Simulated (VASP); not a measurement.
Set up this calculation in VASP 6.6.1, as the native input.

```
Task                   : single point
Functional             : LDA
Potentials or basis    : VASP PAW LDA potentials, release 64 (Ga_d, P)
Cutoff                 : 520 eV
k mesh                 : 8 × 8 × 8
Occupations            : fermi-dirac, width 0.05 eV
Spin                   : no spin polarisation
Dipole correction      : no
Further INCAR settings : ALGO = Normal; EDIFF = 1e-06; NBANDS = 16
```

The structure of GaP lies in POSCAR:

```
GaP
1.0
    0.0000000000      2.7069591804      2.7069591804
    2.7069591804      0.0000000000      2.7069591804
    2.7069591804      2.7069591804      0.0000000000
Ga P
1 1
Direct
    0.0000000000      0.0000000000      0.0000000000
    0.7500000000      0.7500000000      0.7500000000
```

This cell differs from its parent crystal: volume scaled by 0.98.

These files were run (other wordings do the same):

INCAR

```
ALGO = Normal
EDIFF = 1E-6
ENCUT = 520
ISIF = 2
ISMEAR = -1
LASPH = T
LCHARG = T
LELF = T
LREAL = F
LVHAR = T
LWAVE = F
NBANDS = 16
NELM = 100
PREC = Accurate
SIGMA = 0.05
```

KPOINTS

```
k-points
0
Gamma
  8 8 8
```

Potentials or basis: VASP PAW LDA potentials, release 64 (Ga_d, P).

Run with:

```sh
$ cat potpaw_LDA.64/Ga_d/POTCAR potpaw_LDA.64/P/POTCAR > POTCAR
$ mpirun -np 1 vasp_std > vasp.out
```

Results of the run:

```json
{
  "Pressure": "-1.0 GPa",
  "Band gap on the k mesh": "1.46 eV, indirect (least direct gap 1.80 eV)"
}
```

Wall time 14 s on 1 thread of AMD EPYC 9R45 (Zen 5), on a shared host, peak memory 0.11 GiB.
